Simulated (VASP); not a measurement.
Here is a VASP 6.6.1 calculation.

INCAR

```
SYSTEM = Au
PREC = Accurate ; ENCUT = 520
EDIFF = 1E-6 ; ISMEAR = 0
SIGMA = 0.1 ; LREAL = .FALSE.
LASPH = .TRUE. ; NELM = 100
ALGO = Fast ; ISIF = 2
LWAVE = .FALSE. ; LCHARG = .FALSE.
GGA = PE ; NBANDS = 18
```

The input KPOINTS:

```
regular mesh
0
G
  18 18 10
  0 0 0
```

Contents of POSCAR:

```
Au
1.0
    2.9171320383     -0.0000002926      0.0000000000
   -1.4585657658      2.5263105976      0.0000000000
    0.0000000000      0.0000000000      4.8890473084
Au
2
Direct
    0.0000000000      0.0000000000      0.0000000000
    0.3333333333      0.6666666667      0.5000000000
```

Potentials or basis: VASP PAW PBE potentials, release 64 (Au).

Launch:

```bash
$ cat potpaw_PBE.64/Au/POTCAR > POTCAR
$ mpirun -np 1 vasp_std > vasp.out
```

(1) Estimate the pressure.

(2) What does it give for the band gap on the k mesh?

## Answers

(1) -0.1 GPa.

(2) zero (bands 11 and 12 overlap by 6.58 eV).

Caveat: spin-orbit coupling is left out, which moves the levels of the heavy elements.
